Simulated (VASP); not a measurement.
# MoS2 (P6_3/mmc) in VASP: further runs, part 2 of 2

VASP 6.6.1. The steps go on from the part before.

## (3) Single point, PBE+U, collinear spin, zero start

The input, INCAR:

```
ALGO = Normal
EDIFF = 1E-7
ENCUT = 520
GGA = PE
ISIF = 2
ISMEAR = 0
ISPIN = 2
LASPH = True
LCHARG = False
LDAU = True
LDAUJ = 0 0
LDAUL = 2 -1
LDAUPRINT = 1
LDAUTYPE = 2
LDAUU = 4 0
LMAXMIX = 4
LORBIT = 11
LREAL = False
LWAVE = False
MAGMOM = 0 0 0 0 0 0
NBANDS = 39
NELM = 150
NUPDOWN = 0.0
PREC = Accurate
SIGMA = 0.05
```

The input, KPOINTS:

```
k-points
0
Gamma
  7 7 2
```

The input, POSCAR:

```
MoS2
1.0
    3.1610015200      0.0000000000      0.0000000000
   -1.5805007600      2.7375076200      0.0000000000
    0.0000000000      0.0000000000     12.2949997000
Mo S
2 4
Direct
    0.3333333333      0.6666666667      0.2500000000
    0.6666666667      0.3333333333      0.7500000000
    0.3333333333      0.6666666667      0.6275000000
    0.6666666667      0.3333333333      0.1275000000
    0.3333333333      0.6666666667      0.8725000000
    0.6666666667      0.3333333333      0.3725000000
```

Potentials or basis: VASP PAW PBE potentials, release 64 (Mo_sv, S).

The run is started by

```console
cat potpaw_PBE.64/Mo_sv/POTCAR potpaw_PBE.64/S/POTCAR > POTCAR
mpirun -np 1 vasp_std > vasp.out
```

OUTCAR:

```text
EDIFF = 1E-7
   ENCUT = 520
   GGA = PE
   ISIF = 2
   ISMEAR = 0
   ISPIN = 2
   LASPH = True
   LORBIT = 11
   LREAL = False
   NELM = 150
   NUPDOWN = 0.0
   PREC = Accurate

 ion  position               nearest neighbor table
   1  0.333  0.667  0.250-   4 2.37   6 2.37   4 2.37   6 2.37   4 2.37   6 2.37
   2  0.667  0.333  0.750-   3 2.37   5 2.37   3 2.37   5 2.37   3 2.37   5 2.37
   3  0.333  0.667  0.627-   2 2.37   2 2.37   2 2.37
   4  0.667  0.333  0.127-   1 2.37   1 2.37   1 2.37
   5  0.333  0.667  0.873-   2 2.37   2 2.37   2 2.37
   6  0.667  0.333  0.373-   1 2.37   1 2.37   1 2.37

  LATTYP: Found a hexagonal cell.
 ALAT       =     3.1610015200
 C/A-ratio  =     3.8895899360

  Lattice vectors:

 A1 = (   3.1610015200,   0.0000000000,   0.0000000000)
 A2 = (  -1.5805007600,   2.7375076200,   0.0000000000)
 A3 = (   0.0000000000,   0.0000000000,  12.2949997000)

Analysis of symmetry for initial positions (statically):
=====================================================================
 Subroutine PRICEL returns:
 Original cell was already a primitive cell.

 Routine SETGRP: Setting up the symmetry group for a
 hexagonal supercell.

 Subroutine GETGRP returns: Found 24 space group operations
 (whereof 12 operations were pure point group operations)
 out of a pool of 24 trial point group operations.

The static configuration has the point symmetry D_3d.
 The point group associated with its full space group is D_6h.

Analysis of symmetry for dynamics (positions and initial velocities):
=====================================================================
 Subroutine PRICEL returns:
 Original cell was already a primitive cell.

 Routine SETGRP: Setting up the symmetry group for a
 hexagonal supercell.

 Subroutine GETGRP returns: Found 24 space group operations
 (whereof 12 operations were pure point group operations)
 out of a pool of 24 trial point group operations.

The dynamic configuration has the point symmetry D_3d.
 The point group associated with its full space group is D_6h.

Analysis of structural, dynamic, and magnetic symmetry:
=====================================================================
 Subroutine PRICEL returns:
 Original cell was already a primitive cell.

 Routine SETGRP: Setting up the symmetry group for a
 hexagonal supercell.

 Subroutine GETGRP returns: Found 24 space group operations
 (whereof 12 operations were pure point group operations)
 out of a pool of 24 trial point group operations.

The overall configuration has the point symmetry D_3d.
 The point group associated with its full space group is D_6h.

 Subroutine INISYM returns: Found 24 space group operations
[... 184 lines left out ...]
 -0.0000 -0.0000  0.0000 -0.0000  0.3947

spin component  2

  0.3947 -0.0000  0.0000 -0.0000 -0.0000
 -0.0000  0.3891 -0.0000 -0.0000  0.0000
  0.0000 -0.0000  0.4311  0.0000  0.0000
 -0.0000 -0.0000  0.0000  0.3891  0.0000
 -0.0000  0.0000  0.0000  0.0000  0.3947

 occupancies and eigenvectors

  o =  0.3891  v =  0.0000  0.0000  0.0000  0.0000  0.0000  0.0000 -0.0000 -0.0000 -1.0000  0.0000      0.0000  0.0000  0.0000  0.0000  0.0000  0.0000  0.0000  0.0000  0.0000  0.0000
  o =  0.3891  v =  0.0000  0.0000  0.0000  0.0000  0.0000  0.0000 -1.0000 -0.0000  0.0000  0.0000      0.0000  0.0000  0.0000  0.0000  0.0000  0.0000  0.0000  0.0000  0.0000  0.0000
  o =  0.3891  v =  0.0000 -0.0000  0.0000 -1.0000  0.0000  0.0000  0.0000  0.0000  0.0000  0.0000      0.0000  0.0000  0.0000  0.0000  0.0000  0.0000  0.0000  0.0000  0.0000  0.0000
  o =  0.3891  v =  0.0000  1.0000 -0.0000 -0.0000 -0.0000  0.0000  0.0000  0.0000  0.0000  0.0000      0.0000  0.0000  0.0000  0.0000  0.0000  0.0000  0.0000  0.0000  0.0000  0.0000
  o =  0.3947  v =  0.0000  0.0000 -0.0000 -0.0000  1.0000  0.0000  0.0000  0.0000  0.0000  0.0000      0.0000  0.0000  0.0000  0.0000  0.0000  0.0000  0.0000  0.0000  0.0000  0.0000
  o =  0.3947  v =  1.0000  0.0000  0.0000  0.0000  0.0000  0.0000  0.0000  0.0000  0.0000  0.0000      0.0000  0.0000  0.0000  0.0000  0.0000  0.0000  0.0000  0.0000  0.0000  0.0000
  o =  0.3947  v =  0.0000  0.0000  0.0000  0.0000  0.0000  0.0000  0.0000 -0.0000  0.0000  1.0000      0.0000  0.0000  0.0000  0.0000  0.0000  0.0000  0.0000  0.0000  0.0000  0.0000
  o =  0.3947  v =  0.0000  0.0000  0.0000  0.0000  0.0000  1.0000  0.0000  0.0000  0.0000  0.0000      0.0000  0.0000  0.0000  0.0000  0.0000  0.0000  0.0000  0.0000  0.0000  0.0000
  o =  0.4311  v =  0.0000  0.0000  0.0000  0.0000  0.0000  0.0000  0.0000 -1.0000  0.0000 -0.0000      0.0000  0.0000  0.0000  0.0000  0.0000  0.0000  0.0000  0.0000  0.0000  0.0000
  o =  0.4311  v =  0.0000  0.0000  1.0000  0.0000  0.0000  0.0000  0.0000  0.0000  0.0000  0.0000      0.0000  0.0000  0.0000  0.0000  0.0000  0.0000  0.0000  0.0000  0.0000  0.0000

 number of electron      51.9999998 magnetization       0.0000000

 Free energy of the ion-electron system (eV)
  ---------------------------------------------------
  ext. energy  EPLUGINS =         0.00000000
  ---------------------------------------------------
  free energy    TOTEN  =       -33.84292136 eV

  energy without entropy =      -33.84292136  energy(sigma->0) =      -33.84292136

 E-fermi :   8.1675     XC(G=0): -10.7846

 val. band max:        7.7922402518   @ k =   0.0000   0.0000   0.0000
 cond. band min:       8.7804912557   @ k =   0.2857   0.2857   0.0000
 fundamental gap:      0.9882510039
 Fermi energy:         8.1675124079

 spin component 1

 k-point     1 :       0.0000    0.0000    0.0000
  band No.  band energies     occupation
      1     -54.1986      1.00000
      2     -54.1986      1.00000
      3     -28.3381      1.00000
      4     -28.3381      1.00000
      5     -28.1548      1.00000
      6     -28.1548      1.00000
[... 645 lines left out ...]
     37      15.3596      0.00000
     38      15.3596      0.00000
 Fermi energy:         8.1675124079

 spin component 2

 k-point     1 :       0.0000    0.0000    0.0000
  band No.  band energies     occupation
      1     -54.1986      1.00000
      2     -54.1986      1.00000
      3     -28.3381      1.00000
      4     -28.3381      1.00000
      5     -28.1548      1.00000
      6     -28.1548      1.00000
[... 645 lines left out ...]
     37      15.3596      0.00000
     38      15.3596      0.00000
 [bands above 38 left out]

------------------------ aborting loop because EDIFF is reached ----------------------------------------

  FORCE on cell =-STRESS in cart. coord.  units (eV):
  Direction    XX          YY          ZZ          XY          YZ          ZX
  --------------------------------------------------------------------------------------
  -------------------------------------------------------------------------------------
  Total        5.9532174      5.9532174     10.4236457     -0.0000000      0.0000000      0.0000000
  in kB       89.6507158     89.6507159    156.9718078     -0.0000000      0.0000000      0.0000000
  external PRESSURE =     112.0910798 kB  Pullay stress =       0.0000000 kB

 VOLUME and BASIS-vectors are now :
 -----------------------------------------------------------------------------
  energy-cutoff  :      520.00
  volume of cell :      106.39
      direct lattice vectors                 reciprocal lattice vectors
     3.161001520  0.000000000  0.000000000     0.316355432  0.182647893  0.000000000
    -1.580500760  2.737507620  0.000000000     0.000000000  0.365295787  0.000000000
     0.000000000  0.000000000 12.294999700     0.000000000  0.000000000  0.081333878

 POSITION                                       TOTAL-FORCE (eV/Angst)
 -----------------------------------------------------------------------------------
     -0.00000      1.82501      3.07375         0.000000     -0.000000     -0.000000
      1.58050      0.91250      9.22125        -0.000000      0.000000     -0.000000
     -0.00000      1.82501      7.71511         0.000000      0.000000     -1.478926
      1.58050      0.91250      1.56761        -0.000000     -0.000000     -1.478926
     -0.00000      1.82501     10.72739        -0.000000     -0.000000      1.478926
      1.58050      0.91250      4.57989        -0.000000     -0.000000      1.478926
 -----------------------------------------------------------------------------------
    total drift:                               -0.000000      0.000000     -0.000000

  FREE ENERGIE OF THE ION-ELECTRON SYSTEM (eV)
  ---------------------------------------------------
  free  energy   TOTEN  =       -33.8429213621 eV

  energy  without entropy=      -33.8429213621  energy(sigma->0) =      -33.84292136

 total charge

# of ion       s       p       d       tot
------------------------------------------
    1        2.312   6.247   3.940  12.499
    2        2.312   6.247   3.940  12.499
    3        1.363   2.379   0.000   3.742
    4        1.363   2.379   0.000   3.742
    5        1.363   2.379   0.000   3.742
    6        1.363   2.379   0.000   3.742
--------------------------------------------------
tot         10.077  22.008   7.880  39.965

 magnetization (x)

# of ion       s       p       d       tot
------------------------------------------
    1       -0.000   0.000  -0.000  -0.000
    2       -0.000   0.000  -0.000  -0.000
    3       -0.000   0.000   0.000   0.000
    4       -0.000   0.000   0.000   0.000
    5       -0.000   0.000   0.000   0.000
    6       -0.000   0.000   0.000   0.000
--------------------------------------------------
tot         -0.000   0.000  -0.000  -0.000
```

Wall time 1.7 min (1 thread of Intel Xeon Platinum 8259CL at 2.50GHz (Skylake/Cascade Lake), shared host); peak memory 0.31 GiB.

Results:

```yaml
Free_energy: -33.8429 eV
Pressure: 11.2 GPa
Largest_force: 1.479 eV/Å
Net_moment: 0.00 μB per cell
Valence_electrons_inside_the_program's_atomic_spheres: Mo 12.50; S 3.74
```

Forces on the atoms (eV/Å):
```
Mo   0.000  0.000  0.000
Mo   0.000  0.000  0.000
S    0.000  0.000 -1.479
S    0.000  0.000 -1.479
S    0.000  0.000  1.479
S    0.000  0.000  1.479
```

Eigenvalues of the final occupation matrices:
| site | spin | trace | eigenvalues |
| --- | --- | --- | --- |
| site 1 d | 1 | 2.00 | 0.39 0.39 0.39 0.39 0.43 |
| site 1 d | 2 | 2.00 | 0.39 0.39 0.39 0.39 0.43 |
| site 2 d | 1 | 2.00 | 0.39 0.39 0.39 0.39 0.43 |
| site 2 d | 2 | 2.00 | 0.39 0.39 0.39 0.39 0.43 |

Caveat: the stress differs along the axes, from 9 to 16 GPa; this functional lacks dispersion, which binds layers or chains, so the pressure and a relaxed spacing across them are unreliable; the total moment is fixed, so each spin has its own Fermi level; forces of over 1 eV/Å act on the atoms, so gaps and moduli don't describe the material at rest.
